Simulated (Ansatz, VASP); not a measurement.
## Two plane-wave programs on B

```
CELL_PARAMETERS angstrom
1.88551 0.00000 0.00000
0.00000 1.88551 0.00000
0.00000 0.00000 1.88551
ATOMIC_POSITIONS crystal
B 0.00000 0.00000 0.00000
```

Alike in both runs: task electric field gradients; functional PBE; k mesh 5 × 5 × 5; occupations fermi-dirac, width 0.05 eV; no spin polarisation.

```csv
,VASP,Ansatz
version,VASP 6.6.1,Ansatz 0.2.0
potentials or method,"VASP PAW PBE potentials, release 64 (B)","PAW with Ansatz's default frozen-core files, scalar-relativistic"
plane-wave cutoff (eV),520,420
valence electrons in the cell,3,3
```

|  | VASP | Ansatz | Ansatz less VASP |
| --- | --- | --- | --- |
| pressure (GPa) | 3.5 | 3.5 | -0.01 |

The k mesh is coarse, so the values compare programs but aren't converged.
